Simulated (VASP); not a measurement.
# Ga (Pm-3m) in VASP: notebook

The runs below take Ga through single point, relaxation of cell and atoms, with PBE.

All numbers are computed with VASP 6.6.1; they aren't measurements. Logs are shortened: lines on timing, memory, paths and dates and some standing lists are left out, and cuts for length are marked.

## Step 1: The cell of the first run

It takes space group Pm-3m (No. 221, cubic). The conventional cell has a = 2.717 Å, b = 2.717 Å, c = 2.717 Å, α = 90.00°, β = 90.00°, γ = 90.00°. Ga (site symmetry m-3m) has 6 Ga at 2.72 Å within 3.6 Å.

This isn't the form of Ga at room conditions, which is orthorhombic.

## Step 2: Single point, PBE

INCAR reads:

```
SYSTEM = Ga
ALGO = Normal
EDIFF = 1E-7
ENCUT = 520
GGA = PE
ISIF = 2
ISMEAR = 0
LASPH = .True.
LCHARG = .True.
LELF = .True.
LREAL = .False.
LVHAR = .True.
LWAVE = .False.
NBANDS = 12
NELM = 60
PREC = Accurate
SIGMA = 0.1
```

KPOINTS reads:

```
k-points
0
Gamma
  16 16 16
  0 0 0
```

POSCAR reads:

```
Ga
1.0
    2.7166982548      0.0000000000      0.0000000000
    0.0000000000      2.7166982548      0.0000000000
    0.0000000000      0.0000000000      2.7166982548
Ga
1
Direct
    0.0000000000      0.0000000000      0.0000000000
```

Potentials or basis: VASP PAW PBE potentials, release 64 (Ga_d).

On the command line:

```
$ cat potpaw_PBE.64/Ga_d/POTCAR > POTCAR
$ mpirun -np 1 vasp_std > vasp.out
```

OUTCAR:

```text
SYSTEM = Ga
   EDIFF = 1E-7
   ENCUT = 520
   GGA = PE
   ISIF = 2
   ISMEAR = 0
   LASPH = .True.
   LREAL = .False.
   NELM = 60
   PREC = Accurate

 ion  position               nearest neighbor table
   1  0.000  0.000  0.000-

  LATTYP: Found a simple cubic cell.
 ALAT       =     2.7166982548

  Lattice vectors:

 A1 = (   2.7166982548,   0.0000000000,   0.0000000000)
 A2 = (   0.0000000000,   2.7166982548,   0.0000000000)
 A3 = (   0.0000000000,   0.0000000000,   2.7166982548)

Analysis of symmetry for initial positions (statically):
=====================================================================
 Subroutine PRICEL returns:
 Original cell was already a primitive cell.

 Routine SETGRP: Setting up the symmetry group for a
 simple cubic supercell.

 Subroutine GETGRP returns: Found 48 space group operations
 (whereof 48 operations were pure point group operations)
 out of a pool of 48 trial point group operations.

The static configuration has the point symmetry O_h .

Analysis of symmetry for dynamics (positions and initial velocities):
=====================================================================
 Subroutine PRICEL returns:
 Original cell was already a primitive cell.

 Routine SETGRP: Setting up the symmetry group for a
 simple cubic supercell.

 Subroutine GETGRP returns: Found 48 space group operations
 (whereof 48 operations were pure point group operations)
 out of a pool of 48 trial point group operations.

The dynamic configuration has the point symmetry O_h .

 Subroutine INISYM returns: Found 48 space group operations
 (whereof 48 operations are pure point group operations),
 and found     1 'primitive' translations

----------------------------------------------------------------------------------------

                                     Primitive cell

  volume of cell :      20.0505

  direct lattice vectors                    reciprocal lattice vectors
     2.716698255  0.000000000  0.000000000     0.368093879  0.000000000  0.000000000
     0.000000000  2.716698255  0.000000000     0.000000000  0.368093879  0.000000000
     0.000000000  0.000000000  2.716698255     0.000000000  0.000000000  0.368093879

  length of vectors
     2.716698255  2.716698255  2.716698255     0.368093879  0.368093879  0.368093879

  position of ions in fractional coordinates (direct lattice)
     0.000000000  0.000000000  0.000000000

  ion indices of the primitive-cell ions
   primitive index   ion index
                 1           1

----------------------------------------------------------------------------------------

 KPOINTS: k-points

Automatic generation of k-mesh.
 Grid dimensions read from file:
 generate k-points for:   16   16   16

 Generating k-lattice:

  Cartesian coordinates                     Fractional coordinates (reciprocal lattice)
     0.023005867  0.000000000  0.000000000     0.062500000  0.000000000  0.000000000
     0.000000000  0.023005867  0.000000000     0.000000000  0.062500000  0.000000000
     0.000000000  0.000000000  0.023005867     0.000000000  0.000000000  0.062500000

  Length of vectors
     0.023005867  0.023005867  0.023005867

  Shift w.r.t. Gamma in fractional coordinates (k-lattice)
     0.000000000  0.000000000  0.000000000

 Subroutine IBZKPT returns following result:
 ===========================================

 Found    165 irreducible k-points:

 Following reciprocal coordinates:
            Coordinates               Weight
  0.000000  0.000000  0.000000      1.000000
  0.062500  0.000000  0.000000      6.000000
  0.125000  0.000000  0.000000      6.000000
  0.187500  0.000000  0.000000      6.000000
  0.250000  0.000000  0.000000      6.000000
  0.312500  0.000000  0.000000      6.000000
[... 16 lines left out ...]
  0.437500  0.125000  0.000000     24.000000
  0.500000  0.125000  0.000000     12.000000
 [... further k-points ...]
   k-points           NKPTS =    165   k-points in BZ     NKDIM =    165   number of bands    NBANDS=     12
   number of dos      NEDOS =    301   number of ions     NIONS =      1
   total plane-waves  NPLWV =   8000
   dimension x,y,z NGX =    20 NGY =   20 NGZ =   20
   dimension x,y,z NGXF=    40 NGYF=   40 NGZF=   40
   ions per type =               1
   NGX,Y,Z   is equivalent  to a cutoff of  12.24, 12.24, 12.24 a.u.
   NGXF,Y,Z  is equivalent  to a cutoff of  24.48, 24.48, 24.48 a.u.
 SYSTEM =  Ga
   PREC   = accura    normal or accurate (medium, high low for compatibility)
   ISTART =      0    job   : 0-new  1-cont  2-samecut
   ICHARG =      2    charge: 1-file 2-atom 10-const
   ISPIN  =      1    spin polarized calculation?
   LNONCOLLINEAR =      F non collinear calculations
   LSORBIT =      F    spin-orbit coupling
   LASPH  =      T    aspherical Exc in radial PAW
   ENCUT  =  520.0 eV  38.22 Ry    6.18 a.u.   5.05  5.05  5.05*2*pi/ulx,y,z
   NELM   =     60;   NELMIN=  2; NELMDL= -5     # of ELM steps
   EDIFF  = 0.1E-06   stopping-criterion for ELM
   LREAL  =      F    real-space projection
   EDIFFG = 0.1E-05   stopping-criterion for IOM
   NSW    =      0    number of steps for IOM
   IBRION =     -1    ionic relax: 0-MD 1-quasi-New 2-CG
   NFREE  =      0    steps in history (QN), initial steepest desc. (CG)
   ISIF   =      2    stress and relaxation
   ISYM   =      2    0-nonsym 1-usesym 2-fastsym
   POTIM  = 0.5000    time-step for ionic-motion
   TEBEG  =    0.0;   TEEND  =   0.0 temperature during run
   PSTRESS=    0.0 pullay stress
   NELECT =      13.0000    total number of electrons
   NUPDOWN=      -1.0000    fix difference up-down
   EMIN   =  10.00;   EMAX   =-10.00  energy-range for DOS
   EFERMI =   0.00;   METHOD = LEGACY
   ISMEAR =     0;   SIGMA  =   0.10  broadening in eV -4-tet -1-fermi 0-gaus
   EFERMI_NEDOS =   21; number of points for ismear=-14 and -15
   IALGO  =     38    algorithm
   IMIX   =      4    mixing-type and parameters
     AMIX     =   0.40;   BMIX     =  1.00
     AMIX_MAG =   1.60;   BMIX_MAG =  1.00
  volume/ion in A,a.u.               =      20.05       135.31
  Fermi-wavevector in a.u.,A,eV,Ry     =   1.416928  2.677606 27.316224  2.007686
  Thomas-Fermi vector in A             =   2.538212
   LORBIT       =      0    0 simple, 1 ext, 2 COOP (PROOUT), +10 PAW based schemes
   GGA     = PE    functional components
   LHFCALC =     F    Hartree Fock is set to
   AEXX    =    0.0000 exact exchange contribution
   IVDW    =     0    specifies the selected vdW correction
   LEPSILON=     F    determine dielectric tensor
   LRPA    =     F    only Hartree local field effects (RPA)
 non-spin polarized calculation
 Gauss-broadening in eV      SIGMA  =   0.10
  energy-cutoff  :      520.00
  volume of cell :       20.05
 maximum number of plane-waves:       554
   NGX = 11   NGY = 11   NGZ = 11

 number of electron      13.0000027 magnetization

 Free energy of the ion-electron system (eV)
  ---------------------------------------------------
  ext. energy  EPLUGINS =         0.00000000
  ---------------------------------------------------
  free energy    TOTEN  =        -2.82542451 eV

  energy without entropy =       -2.82362608  energy(sigma->0) =       -2.82452530

 E-fermi :   4.7610     XC(G=0): -10.6367

 val. band max:        4.6892224913   @ k =   0.3750   0.2500   0.1875
 cond. band min:       4.7755172084   @ k =   0.3125   0.1250   0.0000
 fundamental gap:      0.0862947172
 Fermi energy:         4.7610429426

 k-point     1 :       0.0000    0.0000    0.0000
  band No.  band energies     occupation
      1     -10.3588      2.00000
      2     -10.3588      2.00000
      3      -9.8456      2.00000
      4      -9.8456      2.00000
      5      -9.8456      2.00000
      6      -5.8031      2.00000
      7      13.7083      0.00000
      8      13.7083      0.00000
      9      13.7083      0.00000
     10      16.6385      0.00000
     11      16.6385      0.00000
     12      19.0971      0.00000

 k-point     2 :       0.0625    0.0000    0.0000
  band No.  band energies     occupation
      1     -10.3573      2.00000
      2     -10.3455      2.00000
      3      -9.8511      2.00000
      4      -9.8511      2.00000
      5      -9.8452      2.00000
      6      -5.7240      2.00000
      7      12.4325      0.00000
      8      13.7908      0.00000
      9      13.7908      0.00000
     10      16.7059      0.00000
     11      17.5794      0.00000
     12      19.6251      0.00000

 k-point     3 :       0.1250    0.0000    0.0000
  band No.  band energies     occupation
      1     -10.3530      2.00000
      2     -10.3081      2.00000
      3      -9.8665      2.00000
      4      -9.8665      2.00000
      5      -9.8439      2.00000
      6      -5.4857      2.00000
      7      10.3646      0.00000
      8      14.0356      0.00000
      9      14.0356      0.00000
     10      16.9083      0.00000
     11      18.3253      0.00000
     12      21.5182      0.00000
[... 286 lines left out ...]
 k-point    23 :       0.4375    0.1250    0.0000
  band No.  band energies     occupation
      1     -10.2849      2.00000
      2     -10.0183      2.00000
      3     -10.0142      2.00000
      4      -9.9779      2.00000
      5      -9.8537      2.00000
      6      -1.7153      2.00000
      7       1.7111      2.00000
      8      13.7419      0.00000
      9      17.2173      0.00000
     10      17.8926      0.00000
     11      21.0424      0.00000
     12      22.9933      0.00000

 k-point    24 :       0.5000    0.1250    0.0000
  band No.  band energies     occupation
      1     -10.2833      2.00000
      2     -10.0242      2.00000
      3     -10.0024      2.00000
      4      -9.9831      2.00000
      5      -9.8532      2.00000
      6      -1.1525      2.00000
      7       0.9867      2.00000
      8      14.0849      0.00000
      9      17.4316      0.00000
     10      17.4703      0.00000
     11      21.9603      0.00000
     12      22.0272      0.00000

 [... further k-points ...]

------------------------ aborting loop because EDIFF is reached ----------------------------------------

  FORCE on cell =-STRESS in cart. coord.  units (eV):
  Direction    XX          YY          ZZ          XY          YZ          ZX
  --------------------------------------------------------------------------------------
  -------------------------------------------------------------------------------------
  Total        0.0097445      0.0097445      0.0097445     -0.0000000      0.0000000     -0.0000000
  in kB        0.7786562      0.7786562      0.7786562     -0.0000000      0.0000000     -0.0000000
  external PRESSURE =       0.7786562 kB  Pullay stress =       0.0000000 kB

 VOLUME and BASIS-vectors are now :
 -----------------------------------------------------------------------------
  energy-cutoff  :      520.00
  volume of cell :       20.05
      direct lattice vectors                 reciprocal lattice vectors
     2.716698255  0.000000000  0.000000000     0.368093879  0.000000000  0.000000000
     0.000000000  2.716698255  0.000000000     0.000000000  0.368093879  0.000000000
     0.000000000  0.000000000  2.716698255     0.000000000  0.000000000  0.368093879

 POSITION                                       TOTAL-FORCE (eV/Angst)
 -----------------------------------------------------------------------------------
      0.00000      0.00000      0.00000         0.000000      0.000000      0.000000
 -----------------------------------------------------------------------------------
    total drift:                                0.000000      0.000000      0.000000

  FREE ENERGIE OF THE ION-ELECTRON SYSTEM (eV)
  ---------------------------------------------------
  free  energy   TOTEN  =        -2.8254245142 eV

  energy  without entropy=       -2.8236260764  energy(sigma->0) =       -2.82452530
```

Wall time 15 s (1 thread of Intel Xeon Platinum 8488C (Sapphire Rapids), shared host); peak memory 0.14 GiB.

Results:

- Free energy: -2.8254 eV
- Pressure: 0.1 GPa
- Band gap on the k mesh: zero (an odd number of electrons rules out a gap without spin polarisation)

Levels at points of the mesh, in eV from the Fermi level:
```tsv
k point	band 2	band 3	band 4	band 5	band 6	band 7	band 8	band 9	band 10	band 11
(0.00, 0.00, 0.00)	-15.12	-14.61	-14.61	-14.61	-10.56	8.95	8.95	8.95	11.88	11.88
(0.50, 0.00, 0.00)	-14.80	-14.75	-14.75	-14.59	-6.21	-4.10	12.37	12.37	15.58	16.42
(0.50, 0.50, 0.00)	-14.93	-14.73	-14.73	-14.47	-1.66	-0.66	-0.66	4.22	15.87	20.46
(0.50, 0.50, 0.50)	-14.94	-14.94	-14.46	-14.46	2.62	2.62	2.62	3.75	8.19	8.19
```

## Step 3: Relaxation of cell and atoms, PBE

This run uses another cell than the first one, of 20.13 Å³/atom.

INCAR reads:

```
PREC = Accurate
ENCUT = 600
EDIFF = 1E-6
ISMEAR = 0
SIGMA = 0.1
LREAL = False
LASPH = True
NELM = 80
ALGO = Normal
ISIF = 3
LWAVE = False
LCHARG = False
GGA = PE
IBRION = 2
NSW = 80
EDIFFG = -0.01
```

KPOINTS reads:

```
Automatic mesh
0
Gamma
  16 16 16
```

POSCAR reads:

```
Ga
1.0
    2.7202959535      0.0000000000      0.0000000000
    0.0000000000      2.7202959535      0.0000000000
    0.0000000000      0.0000000000      2.7202959535
Ga
1
Direct
    0.0000000000      0.0000000000      0.0000000000
```

Potentials or basis: VASP PAW PBE potentials, release 64 (Ga_d).

On the command line:

```
$ cat potpaw_PBE.64/Ga_d/POTCAR > POTCAR
$ mpirun -np 1 vasp_std > vasp.out
```

Wall time 23 s (1 thread of Intel Xeon Platinum 8488C (Sapphire Rapids), shared host); peak memory 0.17 GiB.

The run converged. Its results:

```yaml
Free_energy: -2.8253 eV
Relaxed_volume: 20.07 Å³/atom
Relaxed_cell: a = 2.718 Å, b = 2.718 Å, c = 2.718 Å, α = 90.00°, β = 90.00°, γ = 90.00°
Space_group_after_relaxing_to_0.1_Å: Pm-3m (No. 221)
Energy_gained_by_relaxing: 0.0 meV/atom
Ionic_steps: 3
Pressure_after_relaxing: 0.0 GPa
Band_gap_on_the_k_mesh: zero (an odd number of electrons rules out a gap without spin polarisation)
```

Final structure:
```
Ga
1.0
     2.71780    0.00000    0.00000
     0.00000    2.71780    0.00000
     0.00000    0.00000    2.71780
Ga
1
Direct
  0.00000 0.00000 0.00000
```

Levels at points of the mesh, in eV from the Fermi level:
```tsv
k point	band 4	band 5	band 6	band 7	band 8	band 9
(0.00, 0.00, 0.00)	-14.61	-14.61	-10.56	8.94	8.94	8.94
(0.50, 0.00, 0.00)	-14.75	-14.60	-6.21	-4.09	12.36	12.36
(0.50, 0.50, 0.00)	-14.73	-14.47	-1.66	-0.66	-0.66	4.22
(0.50, 0.50, 0.50)	-14.46	-14.46	2.62	2.62	2.62	3.74
```
